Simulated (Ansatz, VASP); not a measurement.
## P2C: VASP beside Ansatz

```xyz
6
Lattice="2.8305 0.0000 0.0000 0.0000 2.8305 0.0000 0.0000 0.0000 13.4080" Properties=species:S:1:pos:R:3 pbc="T T T"
P     0.0000    1.4152    4.5536
P     1.4152    0.0000    2.1504
P     0.0000    1.4152    8.8544
P     1.4152    0.0000   11.2576
C     0.0000    0.0000   10.0560
C     0.0000    0.0000    3.3520
```

Alike in both runs: functional PBE; k mesh 14 × 14 × 4; occupations gaussian, width 0.1 eV; no spin polarisation.

Ansatz relaxed the structure, and its values are those at the end. VASP's run is a single point on that final structure, the one shown.

|  | VASP | Ansatz |
| --- | --- | --- |
| version | VASP 6.6.1 | Ansatz 0.2.0 |
| potentials or method | VASP PAW PBE potentials, release 64 (P, C), cutoff 520 eV | scalar-relativistic, plane waves, PAW |
| valence electrons in the cell | 28 | 28 |

|  | VASP | Ansatz | Ansatz less VASP |
| --- | --- | --- | --- |
| gap on the k mesh at the Fermi level (eV) | none | none | - |
| pressure (GPa) | -0.3 | 0.0 | +0.32 |
| rms of the force components (eV/Å) | 0.033 | 0.003 | -0.0300 |

A gap of «none» marks a metal or a gap that the smearing closes. The functional is the same, so the differences come from potentials, cutoffs and numerics.
